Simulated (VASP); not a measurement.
# Dy3O2 (P6/mmm) in VASP: relaxation of cell and atoms with PBE

Aim: the relaxation of cell and atoms of Dy3O2 with PBE.

Everything below comes from runs of VASP 6.6.1. Logs are shortened: lines on timing, memory, paths and dates and some standing lists are left out, and cuts for length are marked.

## 1. The cell of the first run

Symmetry: P6/mmm, No. 191, hexagonal system. The conventional cell has a = 5.610 Å, b = 5.610 Å, c = 3.865 Å, α = 90.00°, β = 90.00°, γ = 120.00°. Within 3.7 Å of Dy (site symmetry mmm) lie 4 Dy at 2.80 Å and 4 O at 2.95 Å. Within 2.4 Å of O (site symmetry 6mm) lie 2 O at 1.84 to 2.03 Å.

The cell was generated, and may not be a known phase.

## 2. Relaxation of cell and atoms, PBE

The input, INCAR:

```
SYSTEM = Dy3O2
ALGO     = Normal         ! electronic algorithm
EDIFF    = 1E-7           ! SCF threshold, eV
EDIFFG   = -0.01          ! ionic threshold
ENCUT    = 600            ! plane-wave cutoff, eV
GGA      = PE             ! functional
GGA_COMPAT= .False.      
IBRION   = 2              ! ionic algorithm
ISIF     = 3              ! what is computed and relaxed
ISMEAR   = 0              ! smearing method
LASPH    = .True.         ! aspherical terms in the spheres
LCHARG   = .False.        ! write CHGCAR
LMAXMIX  = 6              ! l up to which the mixer works
LREAL    = .False.        ! projectors in reciprocal space
LWAVE    = .False.        ! write WAVECAR
NELM     = 200            ! most SCF steps
NELMIN   = 4            
NSW      = 100            ! ionic steps
PREC     = Accurate       ! precision mode
SIGMA    = 0.1            ! smearing width, eV
```

The input, KPOINTS:

```
k-points
0
Gamma
  12 12 10
  0 0 0
```

The input, POSCAR:

```
Dy3O2
1.0
    5.6097734924      0.0000000000      0.0000000000
   -2.8048867462      4.8582063539      0.0000000000
    0.0000000000      0.0000000000      3.8649753299
Dy O
3 2
Direct
    0.5000000000      0.0000000000      0.0000000000
    0.0000000000      0.5000000000      0.0000000000
    0.5000000000      0.5000000000      0.0000000000
    0.0000000000      0.0000000000      0.7622109004
    0.0000000000      0.0000000000      0.2377890996
```

Potentials or basis: VASP PAW PBE potentials, release 64 (Dy_3, O), 4f in core.

Run with:

```sh
$ cat potpaw_PBE.64/Dy_3/POTCAR potpaw_PBE.64/O/POTCAR > POTCAR
$ mpirun -np 1 vasp_std > vasp.out
```

OUTCAR:

```text
SYSTEM = Dy3O2
   EDIFF = 1E-7
   EDIFFG = -0.01
   ENCUT = 600
   GGA = PE
   IBRION = 2
   ISIF = 3
   ISMEAR = 0
   LASPH = .True.
   LREAL = .False.
   NELM = 200
   NELMIN = 4
   NSW = 100
   PREC = Accurate

 ion  position               nearest neighbor table
   1  0.500  0.000  0.000-   2 2.80   3 2.80   3 2.80   2 2.80
   2  0.000  0.500  0.000-   3 2.80   3 2.80   1 2.80   1 2.80
   3  0.500  0.500  0.000-   2 2.80   2 2.80   1 2.80   1 2.80
   4  0.000  0.000  0.762-   5 1.84
   5  0.000  0.000  0.238-   4 1.84

  LATTYP: Found a hexagonal cell.
 ALAT       =     5.6097734924
 C/A-ratio  =     0.6889717268

  Lattice vectors:

 A1 = (   5.6097734924,   0.0000000000,   0.0000000000)
 A2 = (  -2.8048867462,   4.8582063539,   0.0000000000)
 A3 = (   0.0000000000,   0.0000000000,   3.8649753299)

Analysis of symmetry for initial positions (statically):
=====================================================================
 Subroutine PRICEL returns:
 Original cell was already a primitive cell.

 Routine SETGRP: Setting up the symmetry group for a
 hexagonal supercell.

 Subroutine GETGRP returns: Found 24 space group operations
 (whereof 24 operations were pure point group operations)
 out of a pool of 24 trial point group operations.

The static configuration has the point symmetry D_6h.

Analysis of symmetry for dynamics (positions and initial velocities):
=====================================================================
 Subroutine PRICEL returns:
 Original cell was already a primitive cell.

 Routine SETGRP: Setting up the symmetry group for a
 hexagonal supercell.

 Subroutine GETGRP returns: Found 24 space group operations
 (whereof 24 operations were pure point group operations)
 out of a pool of 24 trial point group operations.

The dynamic configuration has the point symmetry D_6h.

 Subroutine INISYM returns: Found 24 space group operations
 (whereof 24 operations are pure point group operations),
 and found     1 'primitive' translations

----------------------------------------------------------------------------------------

                                     Primitive cell

  volume of cell :     105.3339

  direct lattice vectors                    reciprocal lattice vectors
     5.609773492  0.000000000  0.000000000     0.178260317  0.102918642  0.000000000
    -2.804886746  4.858206354  0.000000000     0.000000000  0.205837284  0.000000000
     0.000000000  0.000000000  3.864975330     0.000000000  0.000000000  0.258733864

  length of vectors
     5.609773492  5.609773492  3.864975330     0.205837284  0.205837284  0.258733864
[... 74 lines left out ...]
   ions per type =               3   2
   NGX,Y,Z   is equivalent  to a cutoff of  14.22, 14.22, 13.76 a.u.
   NGXF,Y,Z  is equivalent  to a cutoff of  28.45, 28.45, 27.53 a.u.
 SYSTEM =  Dy3O2
   PREC   = accura    normal or accurate (medium, high low for compatibility)
   ISTART =      0    job   : 0-new  1-cont  2-samecut
   ICHARG =      2    charge: 1-file 2-atom 10-const
   ISPIN  =      1    spin polarized calculation?
   LNONCOLLINEAR =      F non collinear calculations
   LSORBIT =      F    spin-orbit coupling
   LASPH  =      T    aspherical Exc in radial PAW
   ENCUT  =  600.0 eV  44.10 Ry    6.64 a.u.  11.20 11.20  7.72*2*pi/ulx,y,z
   NELM   =    200;   NELMIN=  4; NELMDL= -5     # of ELM steps
   EDIFF  = 0.1E-06   stopping-criterion for ELM
   LREAL  =      F    real-space projection
   EDIFFG = -.1E-01   stopping-criterion for IOM
   NSW    =    100    number of steps for IOM
   IBRION =      2    ionic relax: 0-MD 1-quasi-New 2-CG
   NFREE  =      1    steps in history (QN), initial steepest desc. (CG)
   ISIF   =      3    stress and relaxation
   ISYM   =      2    0-nonsym 1-usesym 2-fastsym
   POTIM  = 0.5000    time-step for ionic-motion
   TEBEG  =    0.0;   TEEND  =   0.0 temperature during run
   PSTRESS=    0.0 pullay stress
   NELECT =      39.0000    total number of electrons
   NUPDOWN=      -1.0000    fix difference up-down
   EMIN   =  10.00;   EMAX   =-10.00  energy-range for DOS
   EFERMI =   0.00;   METHOD = LEGACY
   ISMEAR =     0;   SIGMA  =   0.10  broadening in eV -4-tet -1-fermi 0-gaus
   EFERMI_NEDOS =   21; number of points for ismear=-14 and -15
   IALGO  =     38    algorithm
   IMIX   =      4    mixing-type and parameters
     AMIX     =   0.40;   BMIX     =  1.00
     AMIX_MAG =   1.60;   BMIX_MAG =  1.00
  volume/ion in A,a.u.               =      21.07       142.17
  Fermi-wavevector in a.u.,A,eV,Ry     =   1.175548  2.221464 18.802069  1.381913
  Thomas-Fermi vector in A             =   2.311927
   LORBIT       =      0    0 simple, 1 ext, 2 COOP (PROOUT), +10 PAW based schemes
   GGA     = PE    functional components
   LHFCALC =     F    Hartree Fock is set to
   AEXX    =    0.0000 exact exchange contribution
   IVDW    =     0    specifies the selected vdW correction
   LEPSILON=     F    determine dielectric tensor
   LRPA    =     F    only Hartree local field effects (RPA)
 conjugate gradient relaxation of ions
 non-spin polarized calculation
 Gauss-broadening in eV      SIGMA  =   0.10
  energy-cutoff  :      600.00
  volume of cell :      105.33
 maximum number of plane-waves:      3546
 NGX is ok and might be reduce to    48
   NGX = 23   NGY = 23   NGZ = 15

--------------------------------------- Ionic step        1  -------------------------------------------

 number of electron      39.0000006 magnetization

 Free energy of the ion-electron system (eV)
  ---------------------------------------------------
  ext. energy  EPLUGINS =         0.00000000
  ---------------------------------------------------
  free energy    TOTEN  =       -22.08234486 eV

  energy without entropy =      -22.06502063  energy(sigma->0) =      -22.07368274

 E-fermi :   3.2320     XC(G=0): -10.0792

 val. band max:        3.2263442083   @ k =   0.2500   0.2500   0.2000
 cond. band min:       3.2329779170   @ k =   0.1667   0.0833   0.2000
 fundamental gap:      0.0066337087
 Fermi energy:         3.2319928615
[... 1367 lines left out ...]
  FREE ENERGIE OF THE ION-ELECTRON SYSTEM (eV)
  ---------------------------------------------------
  free  energy   TOTEN  =       -22.1092530185 eV

  energy  without entropy=      -22.0896570775  energy(sigma->0) =      -22.09945505

[... ionic steps 4 to 15 ...]

--------------------------------------- Ionic step       16  -------------------------------------------

 number of electron      38.9999992 magnetization

------------------------ aborting loop because EDIFF is reached ----------------------------------------
[... 73 lines left out ...]
--------------------------------------- Ionic step       18  -------------------------------------------

 number of electron      38.9999992 magnetization

 Free energy of the ion-electron system (eV)
  ---------------------------------------------------
  ext. energy  EPLUGINS =         0.00000000
  ---------------------------------------------------
  free energy    TOTEN  =       -22.40315571 eV

  energy without entropy =      -22.38017012  energy(sigma->0) =      -22.39166292

 E-fermi :   3.1516     XC(G=0):  -9.8020

 val. band max:        3.1476313342   @ k =   0.5000   0.0000   0.5000
 cond. band min:       3.1517803175   @ k =   0.2500   0.0833   0.4000
 fundamental gap:      0.0041489833
 Fermi energy:         3.1515621468
[... 656 lines left out ...]
  FREE ENERGIE OF THE ION-ELECTRON SYSTEM (eV)
  ---------------------------------------------------
  free  energy   TOTEN  =       -22.4031557137 eV

  energy  without entropy=      -22.3801701179  energy(sigma->0) =      -22.39166292

 reached required accuracy - stopping structural energy minimisation
```

Run time: 33 min. Hardware: 1 thread of Intel Xeon 6975P-C (Granite Rapids), shared host; peak memory 0.53 GiB.

Results:

```
Free energy                           : -22.4032 eV
Relaxed volume                        : 22.39 Å³/atom
Relaxed cell                          : a = 5.812 Å, b = 5.812 Å, c = 3.827 Å, α = 90.00°, β = 90.00°, γ = 120.00°
Space group after relaxing (to 0.1 Å) : P6/mmm (No. 191)
Energy gained by relaxing             : 64.2 meV/atom
Ionic steps                           : 18
Pressure after relaxing               : 0.0 GPa
Band gap on the k mesh                : zero (an odd number of electrons rules out a gap without spin polarisation)
```

The path:
```
step  energy change (eV)  largest force (eV/Å)  pressure (GPa)  volume (Å³)
   1              0.0000                0.3016            0.98       105.33
   2             -0.0161                0.3575            0.12       107.30
   3             -0.0269                0.6441           -1.55       112.04
   4             -0.0329                0.7132           -1.63       112.41
   5             -0.0564                0.9393           -1.86       113.52
   6             -0.1275                1.3246           -2.19       115.75
   7             -0.2472                0.1925           -2.20       120.32
   8             -0.2467                0.5429           -2.28       119.69
   9             -0.2479                0.3591           -2.25       120.03
  10             -0.2676                0.5928           -1.29       118.44
  11             -0.2679                0.4754           -1.40       118.62
  12             -0.2862                0.3856           -1.08       117.10
  13             -0.3156                0.1199            0.02       112.63
  14             -0.3166                0.0600            0.30       111.67
  15             -0.3196                0.0014            0.16       111.80
  16             -0.3207                0.0629            0.01       111.94
  17             -0.3208                0.0421            0.06       111.97
  18             -0.3208                0.0012            0.04       111.95
```

Final structure:
```
CELL_PARAMETERS angstrom
5.81223 0.00000 0.00000
-2.90612 5.03354 0.00000
0.00000 0.00000 3.82667
ATOMIC_POSITIONS crystal
Dy 0.50000 0.00000 0.00000
Dy 0.00000 0.50000 0.00000
Dy 0.50000 0.50000 0.00000
O 0.00000 0.00000 0.80596
O 0.00000 0.00000 0.19404
```

Caveat: spin-orbit coupling is left out, which moves the levels of the heavy elements; the 4f electrons are frozen in the core, so they carry no moment and show no levels; an odd number of electrons without spin polarisation forces a metal; a magnetic or distorted state may lie lower; the run has no spin polarisation, though such a crystal can be magnetic.
